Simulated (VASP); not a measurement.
The system is Li.

```
CELL_PARAMETERS angstrom
3.98810 0.00000 0.00000
-1.99405 3.45379 0.00000
0.00000 0.00000 4.52463
ATOMIC_POSITIONS crystal
Li 0.22540 0.00000 0.33333
Li 0.00000 0.22540 0.66667
Li 0.77460 0.77460 0.00000
```

* Program: VASP 6.6.1
* Task: relaxation of cell and atoms
* Functional: PBEsol
* Potentials or basis: VASP PAW PBE potentials, release 64 (Li_sv)
* Cutoff: 600 eV
* k mesh: 6 × 6 × 4
* Occupations: gaussian, width 0.1 eV
* Spin: no spin polarisation

At the start: pressure 1.4 GPa; volume 20.77 Å³/atom.

Q: Where does the relaxation end?

A: Over 12 steps the energy falls by 382.7 meV/atom and the volume is 18.69 Å³/atom (-10.0 %); space group P3_121 (No. 152, to 0.05 Å).

Step by step:
| step | energy change (eV) | largest force (eV/Å) | pressure (GPa) | volume (Å³) |
| --- | --- | --- | --- | --- |
| 1 | 0.0000 | 1.6304 | 1.44 | 62.32 |
| 2 | -0.3822 | 1.1747 | 0.46 | 64.00 |
| 3 | -0.8522 | 0.3980 | -0.98 | 67.82 |
| 4 | -0.8860 | 0.1799 | -2.39 | 75.10 |
| 5 | -0.9479 | 0.1038 | -1.96 | 72.71 |
| 6 | -0.9586 | 0.0171 | -1.67 | 71.00 |
| 7 | -1.0219 | 0.0001 | -1.20 | 66.56 |
| 8 | -1.0901 | 0.0309 | 0.00 | 59.67 |
| 9 | -1.0006 | 0.0750 | 4.75 | 47.00 |
| 10 | -1.1015 | 0.0397 | 0.80 | 56.57 |
| 11 | -1.1345 | 0.0347 | 0.58 | 56.45 |
| 12 | -1.1481 | 0.0293 | 0.16 | 56.08 |

Final structure:
```
Li
1.0
     3.32682    0.00000    0.00000
    -1.66341    2.88111    0.00000
     0.00000    0.00000    5.85126
Li
3
Direct
  0.34048 0.00000 0.33333
  0.00000 0.34048 0.66667
  0.65952 0.65952 0.00000
```

Caveat: the cutoff is under 1.25 times the usual one of these potentials, so pressure, stress and relaxed cells hold a basis-set (Pulay) error; the PAW data sets were made with another functional, which shifts forces and pressure a little.
